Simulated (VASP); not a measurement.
# BaTiO3 (Amm2) in VASP: single point with PBEsol

Aim: the single point of BaTiO3 with PBEsol.

All numbers are computed with VASP 6.6.1; they aren't measurements. Logs are shortened: lines on timing, memory, paths and dates and some standing lists are left out, and cuts for length are marked.

### Step 1. The cell of the first run

The structure is orthorhombic, space group Amm2 (No. 38). Conventional cell: a = 3.984 Å, b = 5.674 Å, c = 5.862 Å, α = 90.00°, β = 90.00°, γ = 90.00°. Within 3.7 Å of Ba (site symmetry mm2) lie 12 O at 2.84 to 2.98 Å and 8 Ti at 3.47 to 3.58 Å. Within 2.6 Å of Ti (site symmetry mm2) lie 6 O at 1.98 to 2.10 Å. O (site symmetry mm2) has 2 Ti at 1.99 Å within 2.6 Å. Within 2.6 Å of O (site symmetry m) lie 2 Ti at 1.98 to 2.10 Å.

### Step 2. Single point, PBEsol (zz strain of +3 %)

Contents of INCAR:

```
  PREC = Accurate
  ENCUT = 520
  EDIFF = 1E-6
  ISMEAR = -1
  SIGMA = 0.05
  LREAL = False
  LASPH = True
  NELM = 80
  ALGO = Normal
  ISIF = 2
  LWAVE = False
  LCHARG = False
  GGA = PS
  NBANDS = 28
```

Contents of KPOINTS:

```
regular mesh
0
Gamma
  8 8 8
```

Contents of POSCAR:

```
BaTiO3
1.0
    3.9841000000      0.0000000000      0.0000000000
    0.0000000000      2.8370500000      2.9311740000
    0.0000000000     -2.8370500000      2.9311740000
Ba Ti O
1 1 3
Direct
    0.0000000000      0.0000000000      0.0000000000
    0.5000000000      0.5079000000      0.5079000000
    0.0000000000      0.4921000000      0.4921000000
    0.5000000000      0.5025100000      0.9937100000
    0.5000000000      0.9937100000      0.5025100000
```

Potentials or basis: VASP PAW PBE potentials, release 64 (Ba_sv, Ti_sv, O).

Run with:

```
$ cat potpaw_PBE.64/Ba_sv/POTCAR potpaw_PBE.64/Ti_sv/POTCAR potpaw_PBE.64/O/POTCAR > POTCAR
$ mpirun -np 1 vasp_std > vasp.out
```

OUTCAR:

```text
PREC = Accurate
   ENCUT = 520
   EDIFF = 1E-6
   ISMEAR = -1
   LREAL = False
   LASPH = True
   NELM = 80
   ISIF = 2
   GGA = PS

 ion  position               nearest neighbor table
   1  0.000  0.000  0.000-   3 2.84   3 2.84   4 2.84   5 2.84   4 2.84   5 2.84   4 2.86   5 2.86
                             4 2.86   5 2.86   3 2.88   3 2.98   2 3.47   2 3.47   2 3.47   2 3.47
   2  0.500  0.508  0.508-   4 1.98   5 1.98   3 1.99   3 1.99   5 2.10   4 2.10   1 3.47   1 3.47
                             1 3.47   1 3.47   1 3.51   1 3.51   1 3.58   1 3.58
   3  0.000  0.492  0.492-   2 1.99   2 1.99   1 2.84   1 2.84   1 2.88   1 2.98
   4  0.500  0.503  0.994-   2 1.98   2 2.10   1 2.84   1 2.84   1 2.86   1 2.86
   5  0.500  0.994  0.503-   2 1.98   2 2.10   1 2.84   1 2.84   1 2.86   1 2.86

  LATTYP: Found a base centered orthorhombic cell.
 ALAT       =     5.6741000000
 B/A-ratio  =     1.0331767152
 C/A-ratio  =     0.7021554079

  Lattice vectors:

 A1 = (   0.0000000000,   2.8370500000,  -2.9311740000)
 A2 = (   0.0000000000,   2.8370500000,   2.9311740000)
 A3 = (   3.9841000000,   0.0000000000,   0.0000000000)

Analysis of symmetry for initial positions (statically):
=====================================================================
 Subroutine PRICEL returns:
 Original cell was already a primitive cell.

 Routine SETGRP: Setting up the symmetry group for a
 base centered orthorhombic supercell.

 Subroutine GETGRP returns: Found  4 space group operations
 (whereof  4 operations were pure point group operations)
 out of a pool of  8 trial point group operations.

The static configuration has the point symmetry C_2v.

Analysis of symmetry for dynamics (positions and initial velocities):
=====================================================================
 Subroutine PRICEL returns:
 Original cell was already a primitive cell.

 Routine SETGRP: Setting up the symmetry group for a
 base centered orthorhombic supercell.

 Subroutine GETGRP returns: Found  4 space group operations
 (whereof  4 operations were pure point group operations)
 out of a pool of  8 trial point group operations.

The dynamic configuration has the point symmetry C_2v.

 Subroutine INISYM returns: Found  4 space group operations
 (whereof  4 operations are pure point group operations),
 and found     1 'primitive' translations

[... 100 lines left out ...]
   EDIFF  = 0.1E-05   stopping-criterion for ELM
   LREAL  =      F    real-space projection
   EDIFFG = 0.1E-04   stopping-criterion for IOM
   NSW    =      0    number of steps for IOM
   IBRION =     -1    ionic relax: 0-MD 1-quasi-New 2-CG
   NFREE  =      0    steps in history (QN), initial steepest desc. (CG)
   ISIF   =      2    stress and relaxation
   ISYM   =      2    0-nonsym 1-usesym 2-fastsym
   POTIM  = 0.5000    time-step for ionic-motion
   TEBEG  =    0.0;   TEEND  =   0.0 temperature during run
   PSTRESS=    0.0 pullay stress
   NELECT =      40.0000    total number of electrons
   NUPDOWN=      -1.0000    fix difference up-down
   EMIN   =  10.00;   EMAX   =-10.00  energy-range for DOS
   EFERMI =   0.00;   METHOD = LEGACY
   ISMEAR =    -1;   SIGMA  =   0.05  broadening in eV -4-tet -1-fermi 0-gaus
   EFERMI_NEDOS =   21; number of points for ismear=-14 and -15
   IALGO  =     38    algorithm
   IMIX   =      4    mixing-type and parameters
     AMIX     =   0.40;   BMIX     =  1.00
     AMIX_MAG =   1.60;   BMIX_MAG =  1.00
  volume/ion in A,a.u.               =      13.25        89.43
  Fermi-wavevector in a.u.,A,eV,Ry     =   1.383583  2.614593 26.045659  1.914302
  Thomas-Fermi vector in A             =   2.508167
   LORBIT       =      0    0 simple, 1 ext, 2 COOP (PROOUT), +10 PAW based schemes
   GGA     = PS    functional components
   LHFCALC =     F    Hartree Fock is set to
   AEXX    =    0.0000 exact exchange contribution
   IVDW    =     0    specifies the selected vdW correction
   LEPSILON=     F    determine dielectric tensor
   LRPA    =     F    only Hartree local field effects (RPA)
 non-spin polarized calculation
  energy-cutoff  :      520.00
  volume of cell :       66.26
 maximum number of plane-waves:      1807
 NGX is ok and might be reduce to    30
   NGX = 15   NGY = 15   NGZ = 15

 number of electron      39.9999988 magnetization

 Free energy of the ion-electron system (eV)
  ---------------------------------------------------
  ext. energy  EPLUGINS =         0.00000000
  ---------------------------------------------------
  free energy    TOTEN  =       -41.88699338 eV

  energy without entropy =      -41.88699337  energy(sigma->0) =      -41.88699337

 E-fermi :   4.3062     XC(G=0): -11.3422

 val. band max:        3.4795022599   @ k =   0.5000   0.5000   0.5000
 cond. band min:       5.0863232890   @ k =   0.0000   0.0000   0.0000
 fundamental gap:      1.6068210291
 Fermi energy:         4.3061572956

 k-point     1 :       0.0000    0.0000    0.0000
  band No.  band energies     occupation
      1     -53.0301      2.00000
      2     -29.3545      2.00000
      3     -29.3421      2.00000
      4     -29.3271      2.00000
      5     -21.4018      2.00000
      6     -13.3102      2.00000
[... 733 lines left out ...]
     27      11.3034      0.00000
     28      12.8120      0.00000

 [... further k-points ...]

------------------------ aborting loop because EDIFF is reached ----------------------------------------

  FORCE on cell =-STRESS in cart. coord.  units (eV):
  Direction    XX          YY          ZZ          XY          YZ          ZX
  --------------------------------------------------------------------------------------
  -------------------------------------------------------------------------------------
  Total       -1.9681553     -1.8109193     -4.8730157      0.0000000      0.0000000      0.0000000
  in kB      -47.5884025    -43.7865633   -117.8255773      0.0000000      0.0000000      0.0000000
  external PRESSURE =     -69.7335144 kB  Pullay stress =       0.0000000 kB

 VOLUME and BASIS-vectors are now :
 -----------------------------------------------------------------------------
  energy-cutoff  :      520.00
  volume of cell :       66.26
      direct lattice vectors                 reciprocal lattice vectors
     3.984100000  0.000000000  0.000000000     0.250997716  0.000000000  0.000000000
     0.000000000  2.837050000  2.931174000     0.000000000  0.176239404  0.170580116
     0.000000000 -2.837050000  2.931174000     0.000000000 -0.176239404  0.170580116

 POSITION                                       TOTAL-FORCE (eV/Angst)
 -----------------------------------------------------------------------------------
      0.00000      0.00000      0.00000         0.000000      0.000000      0.095754
      1.99205      0.00000      2.97749         0.000000      0.000000      0.375965
      0.00000      0.00000      2.88486         0.000000      0.000000      0.084127
      1.99205     -1.39356      4.38568         0.000000      0.092110     -0.277923
      1.99205      1.39356      4.38568         0.000000     -0.092110     -0.277923
 -----------------------------------------------------------------------------------
    total drift:                                0.000000      0.000000     -0.000253

  FREE ENERGIE OF THE ION-ELECTRON SYSTEM (eV)
  ---------------------------------------------------
  free  energy   TOTEN  =       -41.8869933758 eV

  energy  without entropy=      -41.8869933718  energy(sigma->0) =      -41.88699337
```

stdout:

```text
POSCAR found type information on POSCAR BaTiO
 POSCAR found :  3 types and       5 ions
 scaLAPACK will be used
 -----------------------------------------------------------------------------
|                                                                             |
|                                                                             |
|     You enforced a specific xc type in the INCAR file but a different       |
|     I HOPE YOU KNOW WHAT YOU ARE DOING!                                     |
|                                                                             |
 -----------------------------------------------------------------------------

 LDA part: xc-table for (Slater+PW92), standard interpolation
 POSCAR, INCAR and KPOINTS ok, starting setup
 FFT: planning ... GRIDC
 FFT: planning ... GRID_SOFT
 FFT: planning ... GRID
 WAVECAR not read
 entering main loop
```

It took 67 s on 1 thread of AMD EPYC 9R45 (Zen 5), shared host; peak memory 0.28 GiB.

Results:

* Free energy: -41.8870 eV
* Pressure: -7.0 GPa
* Largest force: 0.376 eV/Å
* Band gap on the k mesh: 1.61 eV (least direct gap 1.76 eV)

Forces on the atoms (eV/Å):
```
Ba   0.000  0.000  0.096
Ti   0.000  0.000  0.376
O    0.000  0.000  0.084
O    0.000  0.092 -0.278
O    0.000 -0.092 -0.278
```

Caveat: the cell differs from its parent crystal (zz strain of +3 %); the stress differs along the axes, from -12 to -4 GPa; the PAW data sets were made with another functional, which shifts forces and pressure a little; spin-orbit coupling is left out, which moves the levels of the heavy elements.
